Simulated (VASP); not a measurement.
The system is Pt2Br3.

```
Pt Br
1.0
     4.42476    0.00000    0.00000
    -2.21238    3.83196    0.00000
     0.00000    0.00000    6.88421
Pt Br
2 3
Cartesian
  0.0000 2.5546 1.6866
  2.2124 1.2773 5.1976
  0.0000 0.0000 0.0000
  0.0000 2.5546 4.4403
  2.2124 1.2773 2.4439
```

```yaml
Program: VASP 6.6.1
Task: relaxation of cell and atoms
Functional: PBE
Potentials_or_basis: VASP PAW PBE potentials, release 64 (Pt, Br)
Cutoff: 500 eV
k_mesh: 6 × 6 × 4
Occupations: gaussian, width 0.1 eV
Spin: no spin polarisation
```

At the start: pressure -1.2 GPa; volume 23.35 Å³/atom.

Where does the relaxation end?

Over 23 steps the energy falls by 323.4 meV/atom and the volume is 24.31 Å³/atom (+4.1 %); space group P-3m1 (No. 164, to 0.1 Å) before and after.

Step by step:
| step | energy change (eV) | largest force (eV/Å) | pressure (GPa) | volume (Å³) |
| --- | --- | --- | --- | --- |
| 1 | 0.0000 | 1.0923 | -1.16 | 116.73 |
| 2 | -0.2742 | 0.8747 | 0.31 | 113.83 |
| 3 | -0.3444 | 1.6117 | 12.44 | 104.62 |
| 4 | -0.5337 | 1.1624 | 4.28 | 109.64 |
| 5 | -0.5431 | 1.3074 | 6.42 | 108.06 |
| 6 | -0.6373 | 1.3001 | 6.13 | 109.04 |
| 7 | -0.8304 | 1.2190 | 5.87 | 111.88 |
| 8 | -0.9077 | 1.1898 | 6.95 | 116.98 |
| 9 | -1.1856 | 0.8072 | 0.77 | 125.86 |
| 10 | -1.2076 | 0.6909 | -1.04 | 129.45 |
| 11 | -1.2408 | 0.7225 | -1.06 | 128.82 |
| 12 | -1.3479 | 0.7805 | -1.10 | 126.95 |
| 13 | -1.5416 | 0.5480 | -0.75 | 123.25 |
| 14 | -1.4622 | 0.9030 | 2.44 | 116.06 |
| 15 | -1.6079 | 0.1342 | -0.07 | 120.64 |
| 16 | -1.6106 | 0.0068 | 0.16 | 119.99 |
| 17 | -1.6105 | 0.0428 | 0.10 | 120.18 |
| 18 | -1.6133 | 0.0312 | -0.05 | 120.57 |
| 19 | -1.6149 | 0.0866 | -0.26 | 121.18 |
| 20 | -1.6159 | 0.0428 | 0.16 | 120.73 |
| 21 | -1.6160 | 0.0470 | 0.12 | 120.78 |
| 22 | -1.6164 | 0.0432 | 0.09 | 120.97 |
| 23 | -1.6171 | 0.0317 | 0.01 | 121.57 |

Final structure:
```yaml
crystal:
  lattice:
    - [3.98566, 0.00000, 0.00000]
    - [-1.99283, 3.45168, 0.00000]
    - [0.00000, 0.00000, 8.83648]
  atoms:
    - { symbol: Pt, position: [0.33333, 0.66667, 0.17052] }
    - { symbol: Pt, position: [0.66667, 0.33333, 0.82948] }
    - { symbol: Br, position: [0.00000, 0.00000, 0.00000] }
    - { symbol: Br, position: [0.33333, 0.66667, 0.68799] }
    - { symbol: Br, position: [0.66667, 0.33333, 0.31201] }
```

Caveat: a cell axis changed by over 15 % at a fixed basis, so the end point is rough; this functional lacks dispersion, which binds layers or chains, so the pressure and a relaxed spacing across them are unreliable; an odd number of electrons without spin polarisation forces a metal; a magnetic or distorted state may lie lower.
